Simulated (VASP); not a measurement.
## K4Ag: single point with PBE

The system is K4Ag.

```xyz
5
Lattice="5.7753 0.0000 0.0000 0.0000 5.7753 0.0000 0.0000 0.0000 5.7753" Properties=species:S:1:pos:R:3 pbc="T T T"
K     2.8877    0.0000    0.0000
K     0.0000    2.8877    0.0000
K     0.0000    0.0000    2.8877
K     0.0000    0.0000    0.0000
Ag    2.8877    2.8877    2.8877
```

The cell was generated, and may not be a known phase.

```
Program                : VASP 6.6.1
Task                   : single point
Functional             : PBE
Potentials or basis    : VASP PAW PBE potentials, release 64 (K_sv, Ag)
Cutoff                 : 520 eV
k mesh                 : 4 × 4 × 4
Occupations            : gaussian, width 0.1 eV
Spin                   : no spin polarisation
Dipole correction      : no
Further INCAR settings : ALGO = Normal; EDIFF = 1e-06; NBANDS = 32
```

```
Pressure               : 5.5 GPa
Band gap on the k mesh : zero (an odd number of electrons rules out a gap without spin polarisation)
```

Levels at points of the mesh, in eV from the Fermi level:
| k point | band 21 | band 22 | band 23 | band 24 | band 25 | band 26 |
| --- | --- | --- | --- | --- | --- | --- |
| (0.00, 0.00, 0.00) | -3.80 | -3.41 | 0.21 | 0.34 | 0.34 | 0.34 |
| (0.50, 0.00, 0.00) | -3.78 | -2.37 | -1.79 | 0.41 | 0.41 | 0.42 |
| (0.50, 0.50, 0.00) | -3.75 | -1.85 | -0.62 | -0.62 | -0.29 | 0.94 |
| (0.50, 0.50, 0.50) | -3.75 | -1.58 | 0.13 | 0.13 | 0.13 | 0.49 |

It took 120 s on 1 thread of Intel(R) Xeon(R) Platinum 8259CL CPU @ 2.50GHz (Skylake/Cascade Lake), with other jobs on the host, peak memory 0.33 GiB.

Caveat: the cell stands under pressure.
